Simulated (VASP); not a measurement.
# SbP (zincblende type) (F-43m) in VASP: further runs

SbP (zincblende type) is run at these levels: PBEsol; tasks: single point.

All numbers are computed with VASP 6.6.1; they aren't measurements. Logs are shortened: lines on timing, memory, paths and dates and some standing lists are left out, and cuts for length are marked.

### 1 The cell of the first run

The structure is cubic, space group F-43m (No. 216). Conventional cell: a = 5.990 Å, b = 5.990 Å, c = 5.990 Å, α = 90.00°, β = 90.00°, γ = 90.00°. Sb (site symmetry -43m) has 4 P at 2.59 Å within 3.4 Å. P (site symmetry -43m) has 4 Sb at 2.59 Å within 3.4 Å.

### 2 Single point, PBEsol (26.86 Å³/atom)

INCAR reads:

```
PREC = Accurate
ENCUT = 520
EDIFF = 1E-6
ISMEAR = -1
SIGMA = 0.08
LREAL = F
LASPH = T
NELM = 80
ALGO = Normal
ISIF = 2
LWAVE = F
LCHARG = F
GGA = PS
NBANDS = 12
```

KPOINTS reads:

```
regular mesh
0
Gamma
  11 11 11
```

POSCAR reads:

```
SbP
1.0
    0.0000000000      2.9949293232      2.9949293232
    2.9949293232      0.0000000000      2.9949293232
    2.9949293232      2.9949293232      0.0000000000
Sb P
1 1
Direct
    0.0000000000      0.0000000000      0.0000000000
    0.2500000000      0.2500000000      0.2500000000
```

Potentials or basis: VASP PAW PBE potentials, release 64 (Sb, P).

The run is started by

```console
$ cat potpaw_PBE.64/Sb/POTCAR potpaw_PBE.64/P/POTCAR > POTCAR
$ mpirun -np 1 vasp_std > vasp.out
```

OUTCAR:

```text
PREC = Accurate
   ENCUT = 520
   EDIFF = 1E-6
   ISMEAR = -1
   LREAL = F
   LASPH = T
   NELM = 80
   ISIF = 2
   GGA = PS

 ion  position               nearest neighbor table
   1  0.000  0.000  0.000-   2 2.59   2 2.59   2 2.59   2 2.59
   2  0.250  0.250  0.250-   1 2.59   1 2.59   1 2.59   1 2.59

  LATTYP: Found a face centered cubic cell.
 ALAT       =     5.9898586464

  Lattice vectors:

 A1 = (   0.0000000000,   2.9949293232,   2.9949293232)
 A2 = (   2.9949293232,   0.0000000000,   2.9949293232)
 A3 = (   2.9949293232,   2.9949293232,   0.0000000000)

Analysis of symmetry for initial positions (statically):
=====================================================================
 Subroutine PRICEL returns:
 Original cell was already a primitive cell.

 Routine SETGRP: Setting up the symmetry group for a
 face centered cubic supercell.

 Subroutine GETGRP returns: Found 24 space group operations
 (whereof 24 operations were pure point group operations)
 out of a pool of 48 trial point group operations.

The static configuration has the point symmetry T_d .

Analysis of symmetry for dynamics (positions and initial velocities):
=====================================================================
 Subroutine PRICEL returns:
 Original cell was already a primitive cell.

 Routine SETGRP: Setting up the symmetry group for a
 face centered cubic supercell.

 Subroutine GETGRP returns: Found 24 space group operations
 (whereof 24 operations were pure point group operations)
 out of a pool of 48 trial point group operations.

The dynamic configuration has the point symmetry T_d .

 Subroutine INISYM returns: Found 24 space group operations
 (whereof 24 operations are pure point group operations),
 and found     1 'primitive' translations

----------------------------------------------------------------------------------------

                                     Primitive cell

  volume of cell :      53.7266

  direct lattice vectors                    reciprocal lattice vectors
     0.000000000  2.994929323  2.994929323    -0.166948848  0.166948848  0.166948848
     2.994929323  0.000000000  2.994929323     0.166948848 -0.166948848  0.166948848
     2.994929323  2.994929323  0.000000000     0.166948848  0.166948848 -0.166948848

  length of vectors
     4.235469667  4.235469667  4.235469667     0.289163887  0.289163887  0.289163887

  position of ions in fractional coordinates (direct lattice)
     0.000000000  0.000000000  0.000000000
     0.250000000  0.250000000  0.250000000

  ion indices of the primitive-cell ions
   primitive index   ion index
                 1           1
                 2           2

----------------------------------------------------------------------------------------

 KPOINTS: regular mesh

Automatic generation of k-mesh.
 Grid dimensions read from file:
 generate k-points for:   11   11   11

 Generating k-lattice:

  Cartesian coordinates                     Fractional coordinates (reciprocal lattice)
    -0.015177168  0.015177168  0.015177168     0.090909091  0.000000000  0.000000000
     0.015177168 -0.015177168  0.015177168     0.000000000  0.090909091  0.000000000
     0.015177168  0.015177168 -0.015177168     0.000000000  0.000000000  0.090909091

  Length of vectors
     0.026287626  0.026287626  0.026287626

  Shift w.r.t. Gamma in fractional coordinates (k-lattice)
     0.000000000  0.000000000  0.000000000

 Subroutine IBZKPT returns following result:
 ===========================================

 Found     56 irreducible k-points:

 Following reciprocal coordinates:
            Coordinates               Weight
  0.000000  0.000000  0.000000      1.000000
  0.090909  0.000000  0.000000      8.000000
  0.181818  0.000000  0.000000      8.000000
  0.272727  0.000000  0.000000      8.000000
  0.363636  0.000000  0.000000      8.000000
  0.454545  0.000000  0.000000      8.000000
[... 16 lines left out ...]
 -0.272727  0.181818  0.000000     24.000000
 -0.181818  0.181818  0.000000     12.000000
 [... further k-points ...]
   k-points           NKPTS =     56   k-points in BZ     NKDIM =     56   number of bands    NBANDS=     12
   number of dos      NEDOS =    301   number of ions     NIONS =      2
   total plane-waves  NPLWV =  32768
   dimension x,y,z NGX =    32 NGY =   32 NGZ =   32
   dimension x,y,z NGXF=    64 NGYF=   64 NGZF=   64
   ions per type =               1   1
   NGX,Y,Z   is equivalent  to a cutoff of  12.56, 12.56, 12.56 a.u.
   NGXF,Y,Z  is equivalent  to a cutoff of  25.12, 25.12, 25.12 a.u.
 SYSTEM =  unknown system
   PREC   = accura    normal or accurate (medium, high low for compatibility)
   ISTART =      0    job   : 0-new  1-cont  2-samecut
   ICHARG =      2    charge: 1-file 2-atom 10-const
   ISPIN  =      1    spin polarized calculation?
   LNONCOLLINEAR =      F non collinear calculations
   LSORBIT =      F    spin-orbit coupling
   LASPH  =      T    aspherical Exc in radial PAW
   ENCUT  =  520.0 eV  38.22 Ry    6.18 a.u.   7.88  7.88  7.88*2*pi/ulx,y,z
   NELM   =     80;   NELMIN=  2; NELMDL= -5     # of ELM steps
   EDIFF  = 0.1E-05   stopping-criterion for ELM
   LREAL  =      F    real-space projection
   EDIFFG = 0.1E-04   stopping-criterion for IOM
   NSW    =      0    number of steps for IOM
   IBRION =     -1    ionic relax: 0-MD 1-quasi-New 2-CG
   NFREE  =      0    steps in history (QN), initial steepest desc. (CG)
   ISIF   =      2    stress and relaxation
   ISYM   =      2    0-nonsym 1-usesym 2-fastsym
   POTIM  = 0.5000    time-step for ionic-motion
   TEBEG  =    0.0;   TEEND  =   0.0 temperature during run
   PSTRESS=    0.0 pullay stress
   NELECT =      10.0000    total number of electrons
   NUPDOWN=      -1.0000    fix difference up-down
   EMIN   =  10.00;   EMAX   =-10.00  energy-range for DOS
   EFERMI =   0.00;   METHOD = LEGACY
   ISMEAR =    -1;   SIGMA  =   0.08  broadening in eV -4-tet -1-fermi 0-gaus
   EFERMI_NEDOS =   21; number of points for ismear=-14 and -15
   IALGO  =     38    algorithm
   IMIX   =      4    mixing-type and parameters
     AMIX     =   0.40;   BMIX     =  1.00
     AMIX_MAG =   1.60;   BMIX_MAG =  1.00
  volume/ion in A,a.u.               =      26.86       181.28
  Fermi-wavevector in a.u.,A,eV,Ry     =   0.934713  1.766351 11.887251  0.873688
  Thomas-Fermi vector in A             =   2.061546
   LORBIT       =      0    0 simple, 1 ext, 2 COOP (PROOUT), +10 PAW based schemes
   GGA     = PS    functional components
   LHFCALC =     F    Hartree Fock is set to
   AEXX    =    0.0000 exact exchange contribution
   IVDW    =     0    specifies the selected vdW correction
   LEPSILON=     F    determine dielectric tensor
   LRPA    =     F    only Hartree local field effects (RPA)
 non-spin polarized calculation
  energy-cutoff  :      520.00
  volume of cell :       53.73
 maximum number of plane-waves:      1462
   NGX = 15   NGY = 15   NGZ = 15

 number of electron      10.0000001 magnetization

 Free energy of the ion-electron system (eV)
  ---------------------------------------------------
  ext. energy  EPLUGINS =         0.00000000
  ---------------------------------------------------
  free energy    TOTEN  =        -9.23178692 eV

  energy without entropy =       -9.21184116  energy(sigma->0) =       -9.22181404

 E-fermi :   6.0072     XC(G=0):  -9.3176

 val. band max:        5.9980036683   @ k =   0.4545   0.3636   0.0909
 cond. band min:       6.0167589063   @ k =   0.3636   0.2727   0.0000
 fundamental gap:      0.0187552379
 Fermi energy:         6.0072261737

 k-point     1 :       0.0000    0.0000    0.0000
  band No.  band energies     occupation
      1      -7.7556      2.00000
      2       2.0535      2.00000
      3       3.5533      2.00000
      4       3.5533      2.00000
      5       3.5533      2.00000
      6       6.5050      0.00396
      7       6.5050      0.00396
      8       6.5050      0.00396
      9      10.8594      0.00000
     10      12.8455      0.00000
     11      12.8455      0.00000
     12      14.7391      0.00000

 k-point     2 :       0.0909    0.0000    0.0000
  band No.  band energies     occupation
      1      -7.6733      2.00000
      2       1.3116      2.00000
      3       3.4346      2.00000
      4       3.4346      2.00000
      5       3.9404      2.00000
      6       6.6782      0.00046
      7       6.6782      0.00046
      8       6.6963      0.00036
      9      11.2631      0.00000
     10      12.5098      0.00000
     11      12.5098      0.00000
     12      14.4136      0.00000

 k-point     3 :       0.1818    0.0000    0.0000
  band No.  band energies     occupation
      1      -7.4318      2.00000
      2       0.0613      2.00000
      3       3.1683      2.00000
      4       3.1683      2.00000
      5       4.1288      2.00000
      6       7.0645      0.00000
      7       7.0645      0.00000
      8       7.4339      0.00000
      9      12.0789      0.00000
     10      12.1299      0.00000
     11      12.1299      0.00000
     12      14.1220      0.00000
[... 286 lines left out ...]
 k-point    23 :      -0.2727    0.1818    0.0000
  band No.  band energies     occupation
      1      -6.4762      2.00000
      2      -2.2164      2.00000
      3       1.2051      2.00000
      4       2.6614      2.00000
      5       5.2447      1.99985
      6       7.8511      0.00000
      7       7.9185      0.00000
      8       8.8329      0.00000
      9      11.5832      0.00000
     10      13.0822      0.00000
     11      14.0663      0.00000
     12      15.1877      0.00000

 k-point    24 :      -0.1818    0.1818    0.0000
  band No.  band energies     occupation
      1      -6.9163      2.00000
      2      -1.3295      2.00000
      3       1.6512      2.00000
      4       2.9716      2.00000
      5       5.1185      1.99997
      6       7.4383      0.00000
      7       7.4467      0.00000
      8       8.4429      0.00000
      9      11.3563      0.00000
     10      12.9029      0.00000
     11      13.3722      0.00000
     12      15.2766      0.00000

 [... further k-points ...]

------------------------ aborting loop because EDIFF is reached ----------------------------------------

  FORCE on cell =-STRESS in cart. coord.  units (eV):
  Direction    XX          YY          ZZ          XY          YZ          ZX
  --------------------------------------------------------------------------------------
  -------------------------------------------------------------------------------------
  Total        2.0816475      2.0816475      2.0816475      0.0000000      0.0000000      0.0000000
  in kB       62.0766174     62.0766174     62.0766174      0.0000000      0.0000000      0.0000000
  external PRESSURE =      62.0766174 kB  Pullay stress =       0.0000000 kB

 VOLUME and BASIS-vectors are now :
 -----------------------------------------------------------------------------
  energy-cutoff  :      520.00
  volume of cell :       53.73
      direct lattice vectors                 reciprocal lattice vectors
     0.000000000  2.994929323  2.994929323    -0.166948848  0.166948848  0.166948848
     2.994929323  0.000000000  2.994929323     0.166948848 -0.166948848  0.166948848
     2.994929323  2.994929323  0.000000000     0.166948848  0.166948848 -0.166948848

 POSITION                                       TOTAL-FORCE (eV/Angst)
 -----------------------------------------------------------------------------------
      0.00000      0.00000      0.00000         0.000000      0.000000      0.000000
      1.49746      1.49746      1.49746        -0.000000     -0.000000     -0.000000
 -----------------------------------------------------------------------------------
    total drift:                                0.000000      0.000000      0.000000

  FREE ENERGIE OF THE ION-ELECTRON SYSTEM (eV)
  ---------------------------------------------------
  free  energy   TOTEN  =        -9.2317869157 eV

  energy  without entropy=       -9.2118411594  energy(sigma->0) =       -9.22181404
```

It took 46 s on 1 thread of AMD EPYC 7R13, shared host; peak memory 0.16 GiB.

What came out:

| Quantity | Value |
| --- | --- |
| Free energy | -9.2318 eV |
| Pressure | 6.2 GPa |
| Band gap on the k mesh | zero (bands 5 and 6 overlap by 1.38 eV) |

Levels at points of the mesh, in eV from the Fermi level:
| k point | band 3 | band 4 | band 5 | band 6 | band 7 | band 8 |
| --- | --- | --- | --- | --- | --- | --- |
| (0.00, 0.00, 0.00) | -2.45 | -2.45 | -2.45 | 0.50 | 0.50 | 0.50 |

Caveat: the cell stands under pressure; the PAW data sets were made with another functional, which shifts forces and pressure a little; spin-orbit coupling is left out, which moves the levels of the heavy elements.

### 3 Single point, PBEsol (26.86 Å³/atom)

INCAR reads:

```
SYSTEM = SbP
PREC     = Accurate       ! precision mode
ENCUT    = 520            ! plane-wave cutoff, eV
EDIFF    = 1E-6           ! SCF threshold, eV
ISMEAR   = -1             ! smearing method
SIGMA    = 0.08           ! smearing width, eV
LREAL    = .False.        ! projectors in reciprocal space
LASPH    = .True.         ! aspherical terms in the spheres
NELM     = 100            ! most SCF steps
ALGO     = Normal         ! electronic algorithm
ISIF     = 2              ! what is computed and relaxed
LWAVE    = .False.        ! write WAVECAR
LCHARG   = .True.         ! write CHGCAR
GGA      = PS             ! functional
LELF     = .True.         ! ELF
LVHAR    = .True.       
NBANDS   = 12             ! bands
```

KPOINTS reads:

```
regular mesh
0
Gamma
  11 11 11
  0 0 0
```

POSCAR is that of step 2.

Potentials or basis: VASP PAW PBE potentials, release 64 (Sb, P).

The run is started by

```console
$ cat potpaw_PBE.64/Sb/POTCAR potpaw_PBE.64/P/POTCAR > POTCAR
$ mpirun -np 1 vasp_std > vasp.out
```

Run time: 46 s. Hardware: 1 thread of AMD EPYC 7R13, shared host; peak memory 0.16 GiB.

Results (log left out):

```
Free energy            : -9.2318 eV
Pressure               : 6.2 GPa
Band gap on the k mesh : zero (bands 5 and 6 overlap by 1.38 eV)
```

Levels at points of the mesh, in eV from the Fermi level:
```csv
k point,band 3,band 4,band 5,band 6,band 7,band 8
"(0.00, 0.00, 0.00)",-2.45,-2.45,-2.45,0.50,0.50,0.50
```

Caveat: the cell stands under pressure; the PAW data sets were made with another functional, which shifts forces and pressure a little; spin-orbit coupling is left out, which moves the levels of the heavy elements.
